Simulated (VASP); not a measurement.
A run of VASP 6.6.1 is set up as follows.

POSCAR

```
NaCl
1.0
    6.7996340000      0.0000000000      0.0000000000
   -3.3998170000      5.8886560000      0.0000000000
    0.0000000000      0.0000000000      7.0948380000
Na Cl
6 6
Direct
    0.0000000000      0.6692000000      0.5000000000
    0.3308000000      0.3308000000      0.5000000000
    0.6692000000      0.0000000000      0.5000000000
    0.0000000000      0.3365710000      0.0000000000
    0.6634290000      0.6634290000      0.0000000000
    0.3365710000      0.0000000000      0.0000000000
    0.6666666667      0.3333333333      0.2504470000
    0.6666666667      0.3333333333      0.7495530000
    0.3333333333      0.6666666667      0.7495530000
    0.3333333333      0.6666666667      0.2504470000
    0.0000000000      0.0000000000      0.7509120000
    0.0000000000      0.0000000000      0.2490880000
```

INCAR.step1

```
ALGO     = Normal         # electronic algorithm
EDIFF    = 1E-6           # SCF threshold, eV
ENCUT    = 520            # plane-wave cutoff, eV
GGA      = PS             # functional
ISIF     = 2              # what is computed and relaxed
ISMEAR   = 0              # smearing method
IVDW     = 12             # dispersion correction
LASPH    = True           # aspherical terms in the spheres
LCHARG   = True           # write CHGCAR
LREAL    = False          # projectors in reciprocal space
LWAVE    = False          # write WAVECAR
NBANDS   = 54             # bands
NELM     = 80             # most SCF steps
PREC     = Accurate       # precision mode
SIGMA    = 0.01           # smearing width, eV
```

File KPOINTS.step1:

```
k-points
0
Gamma
  4 4 3
```

Contents of INCAR.step2:

```
ALGO     = Normal         # electronic algorithm
EDIFF    = 1E-6           # SCF threshold, eV
ENCUT    = 520            # plane-wave cutoff, eV
GGA      = PS             # functional
ICHARG   = 11             # starting density
ISIF     = 2              # what is computed and relaxed
ISMEAR   = -5             # smearing method
IVDW     = 12             # dispersion correction
LASPH    = True           # aspherical terms in the spheres
LCHARG   = False          # write CHGCAR
LORBIT   = 10             # projections on sites
LREAL    = False          # projectors in reciprocal space
LWAVE    = False          # write WAVECAR
NEDOS    = 2001           # points of the DOS
NELM     = 80             # most SCF steps
PREC     = Accurate       # precision mode
SIGMA    = 0.01           # smearing width, eV
```

File KPOINTS.step2:

```
k-points
0
Gamma
  6 6 5
```

Potentials or basis: VASP PAW PBE potentials, release 64 (Na_pv, Cl).

The run is started by

```sh
$ cat potpaw_PBE.64/Na_pv/POTCAR potpaw_PBE.64/Cl/POTCAR > POTCAR
$ cp INCAR.step1 INCAR
$ cp KPOINTS.step1 KPOINTS
$ mpirun -np 1 vasp_std > vasp.out
$ cp INCAR.step2 INCAR
$ cp KPOINTS.step2 KPOINTS
$ mpirun -np 1 vasp_std > vasp.out
```

Task: Predict the dispersion energy per atom.

Result: -0.181 eV.

Caveat: three body term missing.
